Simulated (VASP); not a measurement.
Wanted: the native input for a VASP 6.6.1 run.

| Item | Value |
| --- | --- |
| Task | relaxation of cell and atoms |
| Functional | PBE |
| Potentials or basis | VASP PAW PBE potentials, release 64 (Zr_sv, Nb_sv, P) |
| Cutoff | 600 eV |
| k mesh | 9 × 9 × 10 |
| Occupations | gaussian, width 0.1 eV |
| Spin | no spin polarisation |
| Dipole correction | no |
| Further INCAR settings | ALGO = Normal; EDIFF = 1e-07; IBRION = 2; EDIFFG = -0.01; NSW = 100; ISIF = 3 |

The structure of Zr2NbP3 lies in POSCAR:

```
Zr2NbP3
1.0
    5.9754662608      0.0000000000      0.0000000000
   -2.9877331304      5.1749055813      0.0000000000
    0.0000000000      0.0000000000      3.7585590694
Zr Nb P
2 1 3
Direct
    0.3333333333      0.6666666667      0.0000000000
    0.6666666667      0.3333333333      0.0000000000
    0.0000000000      0.0000000000      0.0000000000
    0.5000000000      0.0000000000      0.5000000000
    0.5000000000      0.5000000000      0.5000000000
    0.0000000000      0.5000000000      0.5000000000
```

These files were run (other wordings do the same):

INCAR

```
PREC = Accurate
ENCUT = 600
EDIFF = 1E-7
ISMEAR = 0
SIGMA = 0.1
LREAL = False
LASPH = True
NELM = 100
ALGO = Normal
ISIF = 3
LWAVE = False
LCHARG = False
GGA = PE
IBRION = 2
NSW = 100
EDIFFG = -0.01
```

KPOINTS

```
Automatic mesh
0
Gamma
  9 9 10
```

Potentials or basis: VASP PAW PBE potentials, release 64 (Zr_sv, Nb_sv, P).

Run with:

```console
$ cat potpaw_PBE.64/Zr_sv/POTCAR potpaw_PBE.64/Nb_sv/POTCAR potpaw_PBE.64/P/POTCAR > POTCAR
$ mpirun -np 1 vasp_std > vasp.out
```

Results of the run:

| Quantity | Value |
| --- | --- |
| Relaxed volume | 19.54 Å³/atom |
| Relaxed cell | a = 6.035 Å, b = 6.035 Å, c = 3.717 Å, α = 90.00°, β = 90.00°, γ = 120.00° |
| Space group after relaxing (to 0.05 Å) | P6/mmm (No. 191) |
| Energy gained by relaxing | 0.9 meV/atom |
| Ionic steps | 7 |
| Pressure after relaxing | 0.0 GPa |
| Band gap on the k mesh | zero (band 26 reaches 8.97 eV, above the bottom of band 27 at 8.13 eV) |

It took 23 min on 1 thread of Intel(R) Xeon(R) Platinum 8488C (Sapphire Rapids), with other jobs on the host, peak memory 0.47 GiB.
